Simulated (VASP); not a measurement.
## MoS2: single point with r2SCAN

System: MoS2, a slab with vacuum.

```xyz
6
Lattice="3.1845 0.0000 0.0000 -1.5923 2.7579 0.0000 0.0000 0.0000 21.6705" Properties=species:S:1:pos:R:3 pbc="T T T"
Mo    1.5923    0.9193    3.2254
Mo    0.0000    1.8386   18.4451
S     0.0000    1.8386    4.7756
S     1.5923    0.9193   16.8949
S     1.5923    0.9193   19.9965
S     0.0000    1.8386    1.6741
```

```
Program             : VASP 6.6.1
Task                : single point
Functional          : r2SCAN
Potentials or basis : VASP PAW PBE potentials, release 64 (Mo_sv, S)
Cutoff              : 550 eV
k mesh              : 6 × 6 × 1
Occupations         : fermi-dirac, width 0.05 eV
Spin                : no spin polarisation
```

```json
{
 "Largest force": "0.043 eV/Å",
 "Band gap on the k mesh": "1.34 eV (least direct gap 1.75 eV)"
}
```

Forces in eV/Å, atoms in the order of the input:
```
Mo   0.000  0.000 -0.005
Mo   0.000  0.000  0.005
S    0.000  0.000  0.043
S    0.000  0.000 -0.043
S    0.000  0.000  0.030
S    0.000  0.000 -0.030
```

Levels at points of the mesh, in eV from the valence-band top:
```csv
k point,band 24,band 25,band 26,band 27,band 28,band 29
"(0.00, 0.00, 0.00)",-1.84,-0.49,0.00,2.54,2.54,2.55
"(0.50, 0.00, 0.00)",-1.49,-1.06,-1.03,1.97,1.99,2.47
```

It took 87 s on 1 thread of Intel(R) Xeon(R) 6975P-C (Granite Rapids), on a shared host, peak memory 0.34 GiB.

Caveat: the PAW data sets were made with another functional, which shifts forces and pressure a little.
